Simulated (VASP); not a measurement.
# O in VASP: notebook

O is run at these levels: PBEsol+D3(BJ); tasks: single point.

All numbers are computed with VASP 6.6.1; they aren't measurements. Logs are shortened: lines on timing, memory, paths and dates and some standing lists are left out, and cuts for length are marked.

### 1 The cell of the first run

Symmetry: Fd-3m, No. 227, cubic system. Conventional cell: a = 4.342 Å, b = 4.342 Å, c = 4.342 Å, α = 90.00°, β = 90.00°, γ = 90.00°. O (site symmetry -43m) has 4 O at 1.88 Å within 2.5 Å.

### 2 Single point, PBEsol+D3(BJ)

INCAR

```
ALGO     = Normal         # electronic algorithm
EDIFF    = 1E-6           # SCF threshold, eV
ENCUT    = 600            # plane-wave cutoff, eV
GGA      = PS             # functional
GGA_COMPAT= F            
ISIF     = 2              # what is computed and relaxed
ISMEAR   = -1             # smearing method
IVDW     = 12             # dispersion correction
LASPH    = T              # aspherical terms in the spheres
LCHARG   = T              # write CHGCAR
LELF     = T              # ELF
LREAL    = F              # projectors in reciprocal space
LVHAR    = T            
LWAVE    = F              # write WAVECAR
NBANDS   = 13             # bands
NELM     = 120            # most SCF steps
PREC     = Accurate       # precision mode
SIGMA    = 0.1            # smearing width, eV
```

KPOINTS

```
k-points
0
Gamma
  5 5 5
```

POSCAR

```
O
1.0
    0.0000000000      2.1708560000      2.1708560000
    2.1708560000      0.0000000000      2.1708560000
    2.1708560000      2.1708560000      0.0000000000
O
2
Direct
    0.2500000000      0.2500000000      0.2500000000
    0.0000000000      0.0000000000      0.0000000000
```

Potentials or basis: VASP PAW PBE potentials, release 64 (O).

On the command line:

```console
cat potpaw_PBE.64/O/POTCAR > POTCAR
mpirun -np 1 vasp_std > vasp.out
```

OUTCAR:

```text
EDIFF = 1E-6
   ENCUT = 600
   GGA = PS
   ISIF = 2
   ISMEAR = -1
   IVDW = 12
   LASPH = T
   LREAL = F
   NELM = 120
   PREC = Accurate
 IVDW          = 12

 ion  position               nearest neighbor table
   1  0.250  0.250  0.250-   2 1.88   2 1.88   2 1.88   2 1.88
   2  0.000  0.000  0.000-   1 1.88   1 1.88   1 1.88   1 1.88

  LATTYP: Found a face centered cubic cell.
 ALAT       =     4.3417120000

  Lattice vectors:

 A1 = (   0.0000000000,   2.1708560000,   2.1708560000)
 A2 = (   2.1708560000,   0.0000000000,   2.1708560000)
 A3 = (   2.1708560000,   2.1708560000,   0.0000000000)

Analysis of symmetry for initial positions (statically):
=====================================================================
 Subroutine PRICEL returns:
 Original cell was already a primitive cell.

 Routine SETGRP: Setting up the symmetry group for a
 face centered cubic supercell.

 Subroutine GETGRP returns: Found 48 space group operations
 (whereof 24 operations were pure point group operations)
 out of a pool of 48 trial point group operations.

The static configuration has the point symmetry T_d .
 The point group associated with its full space group is O_h .

Analysis of symmetry for dynamics (positions and initial velocities):
=====================================================================
 Subroutine PRICEL returns:
 Original cell was already a primitive cell.

 Routine SETGRP: Setting up the symmetry group for a
 face centered cubic supercell.

 Subroutine GETGRP returns: Found 48 space group operations
 (whereof 24 operations were pure point group operations)
 out of a pool of 48 trial point group operations.

The dynamic configuration has the point symmetry T_d .
 The point group associated with its full space group is O_h .

 Subroutine INISYM returns: Found 48 space group operations
 (whereof 24 operations are pure point group operations),
 and found     1 'primitive' translations

----------------------------------------------------------------------------------------

                                     Primitive cell

  volume of cell :      20.4608

  direct lattice vectors                    reciprocal lattice vectors
     0.000000000  2.170856000  2.170856000    -0.230323891  0.230323891  0.230323891
     2.170856000  0.000000000  2.170856000     0.230323891 -0.230323891  0.230323891
     2.170856000  2.170856000  0.000000000     0.230323891  0.230323891 -0.230323891

  length of vectors
     3.070053997  3.070053997  3.070053997     0.398932681  0.398932681  0.398932681

  position of ions in fractional coordinates (direct lattice)
     0.250000000  0.250000000  0.250000000
     0.000000000  0.000000000  0.000000000

  ion indices of the primitive-cell ions
   primitive index   ion index
                 1           1
                 2           2

----------------------------------------------------------------------------------------

 KPOINTS: k-points

Automatic generation of k-mesh.
 Grid dimensions read from file:
 generate k-points for:    5    5    5

 Generating k-lattice:

  Cartesian coordinates                     Fractional coordinates (reciprocal lattice)
    -0.046064778  0.046064778  0.046064778     0.200000000  0.000000000  0.000000000
     0.046064778 -0.046064778  0.046064778     0.000000000  0.200000000  0.000000000
     0.046064778  0.046064778 -0.046064778     0.000000000  0.000000000  0.200000000

  Length of vectors
     0.079786536  0.079786536  0.079786536

  Shift w.r.t. Gamma in fractional coordinates (k-lattice)
     0.000000000  0.000000000  0.000000000

 Subroutine IBZKPT returns following result:
 ===========================================

 Found     10 irreducible k-points:

 Following reciprocal coordinates:
            Coordinates               Weight
  0.000000  0.000000  0.000000      1.000000
  0.200000  0.000000  0.000000      8.000000
  0.400000  0.000000  0.000000      8.000000
  0.200000  0.200000  0.000000      6.000000
  0.400000  0.200000  0.000000     24.000000
 -0.400000  0.200000  0.000000     24.000000
 -0.200000  0.200000  0.000000     12.000000
  0.400000  0.400000  0.000000      6.000000
 -0.400000  0.400000  0.000000     12.000000
 -0.400000  0.400000  0.200000     24.000000
   k-points           NKPTS =     10   k-points in BZ     NKDIM =     10   number of bands    NBANDS=     13
   number of dos      NEDOS =    301   number of ions     NIONS =      2
   total plane-waves  NPLWV =  21952
   dimension x,y,z NGX =    28 NGY =   28 NGZ =   28
   dimension x,y,z NGXF=    56 NGYF=   56 NGZF=   56
   ions per type =               2
   NGX,Y,Z   is equivalent  to a cutoff of  15.16, 15.16, 15.16 a.u.
   NGXF,Y,Z  is equivalent  to a cutoff of  30.32, 30.32, 30.32 a.u.
 SYSTEM =  unknown system
   PREC   = accura    normal or accurate (medium, high low for compatibility)
   ISTART =      0    job   : 0-new  1-cont  2-samecut
   ICHARG =      2    charge: 1-file 2-atom 10-const
   ISPIN  =      1    spin polarized calculation?
   LNONCOLLINEAR =      F non collinear calculations
   LSORBIT =      F    spin-orbit coupling
   LASPH  =      T    aspherical Exc in radial PAW
   ENCUT  =  600.0 eV  44.10 Ry    6.64 a.u.   6.13  6.13  6.13*2*pi/ulx,y,z
   NELM   =    120;   NELMIN=  2; NELMDL= -5     # of ELM steps
   EDIFF  = 0.1E-05   stopping-criterion for ELM
   LREAL  =      F    real-space projection
   EDIFFG = 0.1E-04   stopping-criterion for IOM
   NSW    =      0    number of steps for IOM
   IBRION =     -1    ionic relax: 0-MD 1-quasi-New 2-CG
   NFREE  =      0    steps in history (QN), initial steepest desc. (CG)
   ISIF   =      2    stress and relaxation
   ISYM   =      2    0-nonsym 1-usesym 2-fastsym
   POTIM  = 0.5000    time-step for ionic-motion
   TEBEG  =    0.0;   TEEND  =   0.0 temperature during run
   PSTRESS=    0.0 pullay stress
   NELECT =      12.0000    total number of electrons
   NUPDOWN=      -1.0000    fix difference up-down
   EMIN   =  10.00;   EMAX   =-10.00  energy-range for DOS
   EFERMI =   0.00;   METHOD = LEGACY
   ISMEAR =    -1;   SIGMA  =   0.10  broadening in eV -4-tet -1-fermi 0-gaus
   EFERMI_NEDOS =   21; number of points for ismear=-14 and -15
   IALGO  =     38    algorithm
   IMIX   =      4    mixing-type and parameters
     AMIX     =   0.40;   BMIX     =  1.00
     AMIX_MAG =   1.60;   BMIX_MAG =  1.00
  volume/ion in A,a.u.               =      10.23        69.04
  Fermi-wavevector in a.u.,A,eV,Ry     =   1.370338  2.589563 25.549361  1.877825
  Thomas-Fermi vector in A             =   2.496133
   LORBIT       =      0    0 simple, 1 ext, 2 COOP (PROOUT), +10 PAW based schemes
   GGA     = PS    functional components
   LHFCALC =     F    Hartree Fock is set to
   AEXX    =    0.0000 exact exchange contribution
   IVDW    =    12    specifies the selected vdW correction
   LEPSILON=     F    determine dielectric tensor
   LRPA    =     F    only Hartree local field effects (RPA)
 non-spin polarized calculation
  energy-cutoff  :      600.00
  volume of cell :       20.46
 maximum number of plane-waves:       701
 NGX is ok and might be reduce to    28
   NGX = 13   NGY = 13   NGZ = 13

 number of electron      12.0000001 magnetization

 Free energy of the ion-electron system (eV)
  ---------------------------------------------------
  ext. energy  EPLUGINS =         0.00000000
  ---------------------------------------------------
  free energy    TOTEN  =        -6.77050828 eV

  energy without entropy =       -6.70942536  energy(sigma->0) =       -6.73996682

 E-fermi :   0.8141     XC(G=0): -10.4671

 val. band max:        0.7499273740   @ k =  -0.4000   0.2000   0.0000
 cond. band min:       0.9598224007   @ k =  -0.2000   0.2000   0.0000
 fundamental gap:      0.2098950267
 Fermi energy:         0.8140756546

 k-point     1 :       0.0000    0.0000    0.0000
  band No.  band energies     occupation
      1     -20.9643      2.00000
      2     -12.4860      2.00000
      3      -3.1497      2.00000
      4      -3.1497      2.00000
      5      -3.1497      2.00000
      6       0.1240      1.99799
      7       0.1240      1.99799
      8       0.1240      1.99799
      9      10.5100      0.00000
     10      24.4589      0.00000
     11      24.4589      0.00000
     12      24.4589      0.00000
     13      24.9677      0.00000

 k-point     2 :       0.2000    0.0000    0.0000
  band No.  band energies     occupation
      1     -20.4876      2.00000
      2     -13.3817      2.00000
      3      -3.5678      2.00000
      4      -3.5592      2.00000
      5      -3.5592      2.00000
      6       0.6004      1.78886
      7       0.6004      1.78886
      8       0.6638      1.63585
      9      11.6585      0.00000
     10      21.0824      0.00000
     11      21.8489      0.00000
     12      21.8489      0.00000
     13      28.1855      0.00000

 k-point     3 :       0.4000    0.0000    0.0000
  band No.  band energies     occupation
      1     -19.3978      2.00000
      2     -15.0775      2.00000
      3      -4.3103      2.00000
      4      -4.0588      2.00000
      5      -4.0588      2.00000
      6       1.1815      0.04950
      7       1.1815      0.04950
      8       1.8554      0.00006
      9      13.5452      0.00000
     10      17.5243      0.00000
     11      20.9536      0.00000
     12      20.9536      0.00000
     13      29.1040      0.00000
[... 81 lines left out ...]
 k-point     9 :      -0.4000    0.4000    0.0000
  band No.  band energies     occupation
      1     -17.6900      2.00000
      2     -16.9944      2.00000
      3      -5.8522      2.00000
      4      -5.0605      2.00000
      5      -1.6201      2.00000
      6      -0.4328      1.99999
      7       2.3934      0.00000
      8       2.5186      0.00000
      9      13.8121      0.00000
     10      14.5200      0.00000
     11      22.9788      0.00000
     12      23.7889      0.00000
     13      29.9628      0.00000

 k-point    10 :      -0.4000    0.4000    0.2000
  band No.  band energies     occupation
      1     -18.2799      2.00000
      2     -16.3512      2.00000
      3      -5.8268      2.00000
      4      -5.1327      2.00000
      5      -1.4339      2.00000
      6      -0.1579      1.99988
      7       2.1730      0.00000
      8       2.3145      0.00000
      9      13.7723      0.00000
     10      14.9027      0.00000
     11      22.4157      0.00000
     12      23.2305      0.00000
     13      29.3808      0.00000

------------------------ aborting loop because EDIFF is reached ----------------------------------------

 Edisp (eV)   -0.10770

 E8    (eV) :    -0.0450

  FORCE on cell =-STRESS in cart. coord.  units (eV):
  Direction    XX          YY          ZZ          XY          YZ          ZX
  --------------------------------------------------------------------------------------
  -------------------------------------------------------------------------------------
  Total      -0.05866    -0.05866    -0.05866    -0.00000    -0.00000     0.00000
  in kB      -4.59318    -4.59318    -4.59318    -0.00000    -0.00000     0.00000
  external pressure =       -4.59 kB  Pullay stress =        0.00 kB

 VOLUME and BASIS-vectors are now :
 -----------------------------------------------------------------------------
  energy-cutoff  :      600.00
  volume of cell :       20.46
      direct lattice vectors                 reciprocal lattice vectors
     0.000000000  2.170856000  2.170856000    -0.230323891  0.230323891  0.230323891
     2.170856000  0.000000000  2.170856000     0.230323891 -0.230323891  0.230323891
     2.170856000  2.170856000  0.000000000     0.230323891  0.230323891 -0.230323891

 POSITION                                       TOTAL-FORCE (eV/Angst)
 -----------------------------------------------------------------------------------
      1.08543      1.08543      1.08543        -0.000000     -0.000000     -0.000000
      0.00000      0.00000      0.00000         0.000000      0.000000      0.000000
 -----------------------------------------------------------------------------------
    total drift:                                0.000000      0.000000      0.000000

  FREE ENERGIE OF THE ION-ELECTRON SYSTEM (eV)
  ---------------------------------------------------
  free  energy   TOTEN  =        -6.8782066618 eV

  energy  without entropy=       -6.8171237405  energy(sigma->0) =       -6.84766520
```

Run time: 2.8 s. Hardware: 1 thread of AMD EPYC 9R45 (Zen 5), shared host; peak memory 0.12 GiB.

What came out:

| Item | Value |
| --- | --- |
| Free energy | -6.8782 eV |
| Pressure | -0.5 GPa |
| Band gap on the k mesh | zero (bands 6 and 7 overlap by 1.06 eV) |
| Dispersion energy per atom | -0.054 eV |

Levels at points of the mesh, in eV from the Fermi level:
```csv
k point,band 2,band 3,band 4,band 5,band 6,band 7,band 8,band 9,band 10,band 11
"(0.00, 0.00, 0.00)",-13.30,-3.96,-3.96,-3.96,-0.69,-0.69,-0.69,9.70,23.64,23.64
```

Caveat: the k points lie up to 0.50 Å⁻¹ apart, too coarse for converged energies and pressures of a metal; the PAW data sets were made with another functional, which shifts forces and pressure a little.

### 3 Single point, PBEsol+D3(BJ)

INCAR

```
SYSTEM = O
PREC     = Accurate       ! precision mode
ENCUT    = 600            ! plane-wave cutoff, eV
EDIFF    = 1E-6           ! SCF threshold, eV
ISMEAR   = -1             ! smearing method
SIGMA    = 0.1            ! smearing width, eV
LREAL    = .False.        ! projectors in reciprocal space
LASPH    = .True.         ! aspherical terms in the spheres
NELM     = 120            ! most SCF steps
ALGO     = Normal         ! electronic algorithm
ISIF     = 2              ! what is computed and relaxed
LWAVE    = .False.        ! write WAVECAR
LCHARG   = .False.        ! write CHGCAR
GGA      = PS             ! functional
IVDW     = 12             ! dispersion correction
NBANDS   = 13             ! bands
GGA_COMPAT= .False.
```

KPOINTS

```
Automatic mesh
0
Gamma
  5 5 5
  0 0 0
```

POSCAR: that of step 2 with these lines changed.

```diff
@@ -8,3 +8,3 @@
 Direct
-    0.2500000000      0.2500000000      0.2500000000
+    0.2500000000      0.2500000000      0.2650000000
     0.0000000000      0.0000000000      0.0000000000
```

Potentials or basis: VASP PAW PBE potentials, release 64 (O).

On the command line:

```console
cat potpaw_PBE.64/O/POTCAR > POTCAR
mpirun -np 1 vasp_std > vasp.out
```

Wall time 7.8 s (1 thread of AMD EPYC 9R45 (Zen 5), shared host); peak memory 0.13 GiB.

Results (log left out):

```
Free energy                : -6.9044 eV
Pressure                   : -0.8 GPa
Largest force              : 1.212 eV/Å
Band gap on the k mesh     : zero (bands 6 and 7 overlap by 0.93 eV)
Dispersion energy per atom : -0.054 eV
```

Forces in eV/Å, atoms in the order of the input:
```
O    0.844  0.844 -0.209
O   -0.844 -0.844  0.209
```

Stress tensor (GPa, compression positive):
```
-0.84 -0.83  6.14
-0.83 -0.84  6.14
 6.14  6.14 -0.61
```

Levels at points of the mesh, in eV from the Fermi level:
```tsv
k point	band 2	band 3	band 4	band 5	band 6	band 7	band 8	band 9	band 10	band 11
(0.00, 0.00, 0.00)	-13.30	-4.36	-3.96	-3.59	-0.95	-0.71	-0.43	9.69	23.34	23.64
```

Caveat: the k points lie up to 0.50 Å⁻¹ apart, too coarse for converged energies and pressures of a metal; the PAW data sets were made with another functional, which shifts forces and pressure a little.

### 4 Single point, PBEsol+D3(BJ)

INCAR

```
ALGO = Normal
EDIFF = 1E-6
ENCUT = 600
GGA = PS
GGA_COMPAT = False
ISIF = 2
ISMEAR = -1
IVDW = 12
LASPH = True
LCHARG = True
LELF = True
LREAL = False
LVHAR = True
LWAVE = False
NBANDS = 13
NELM = 120
PREC = Accurate
SIGMA = 0.1
```

KPOINTS

```
k-points
0
Gamma
  5 5 5
```

POSCAR: that of step 3 with these lines changed.

```diff
@@ -8,3 +8,3 @@
 Direct
-    0.2500000000      0.2500000000      0.2650000000
+    0.2500000000      0.2500000000      0.2800000000
     0.0000000000      0.0000000000      0.0000000000
```

On the command line:

```console
cat potpaw_PBE.64/O/POTCAR > POTCAR
mpirun -np 1 vasp_std > vasp.out
```

It took 8.6 s on 1 thread of AMD EPYC 9R45 (Zen 5), shared host; peak memory 0.13 GiB.

The run converged. Its results:

| Quantity | Value |
| --- | --- |
| Free energy | -6.9887 eV |
| Pressure | -2.1 GPa |
| Largest force | 2.476 eV/Å |
| Band gap on the k mesh | zero (bands 6 and 7 overlap by 0.85 eV) |
| Dispersion energy per atom | -0.053 eV |

Forces on the atoms (eV/Å):
```
O    1.690  1.690 -0.647
O   -1.690 -1.690  0.647
```

Stress tensor (GPa, compression positive):
```
-2.02 -2.48 12.12
-2.48 -2.02 12.12
12.12 12.12 -2.15
```

Levels at points of the mesh, in eV from the Fermi level:
```tsv
k point	band 4	band 5	band 6	band 7	band 8	band 9
(0.00, 0.00, 0.00)	-3.92	-3.20	-1.18	-0.73	-0.13	9.70
```

Caveat: the k points lie up to 0.50 Å⁻¹ apart, too coarse for converged energies and pressures of a metal; the PAW data sets were made with another functional, which shifts forces and pressure a little.

### 5 Overview

| cell | gap on the mesh (eV) | pressure (GPa) | largest force (eV/Å) |
| --- | --- | --- | --- |
| as given, atomic positions A | none | -0.5 | - |
| as given, atomic positions B | none | -0.8 | 1.21 |
| as given, atomic positions C | none | -2.1 | 2.48 |

Alike in all rows: task single point; level PBEsol+D3(BJ); potentials or basis VASP PAW PBE potentials, release 64 (O); no spin polarisation; k mesh 5 × 5 × 5; cutoff (eV) 600; smearing fermi-dirac 0.1 eV.

Caveats: all runs use coarse meshes; the PAW data sets were made with another functional, which shifts forces and pressure a little.

Total energies depend on the potentials used, so only differences within one code and one set of settings carry meaning.
